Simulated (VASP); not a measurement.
Fe:

```
Fe
1.0
    -1.41631    1.41631    1.41631
     1.41631   -1.41631    1.41631
     1.41631    1.41631   -1.41631
Fe
1
Cartesian
  0.0000 0.0000 0.0000
```

Base run:

```yaml
Program: VASP 6.6.1
Functional: PBE
Potentials_or_basis: VASP PAW PBE potentials, release 64 (Fe)
Cutoff: 520 eV
k_mesh: 15 × 15 × 15
Occupations: fermi-dirac, width 0.1 eV
Spin: collinear spin, ferromagnetic start
Starting_moments: "[2.208] μB"
```

Its results: pressure 0.0 GPa; net moment 2.19 μB per cell; site moments Fe +2.19 μB.

Q: After a change of settings the same cell gave: pressure -0.7 GPa; net moment 2.18 μB per cell; site moments Fe +2.18 μB. Which change was it?
A. occupations from fermi-dirac, width 0.1 eV to fermi-dirac, width 0.2 eV; further incar settings from ALGO = Normal; EDIFF = 1e-06; NBANDS = 14 to ALGO = Normal; EDIFF = 1e-07; NBANDS = 14
B. occupations from fermi-dirac, width 0.1 eV to fermi-dirac, width 0.01 eV
C. occupations from fermi-dirac, width 0.1 eV to gaussian, width 1 eV

A: B.
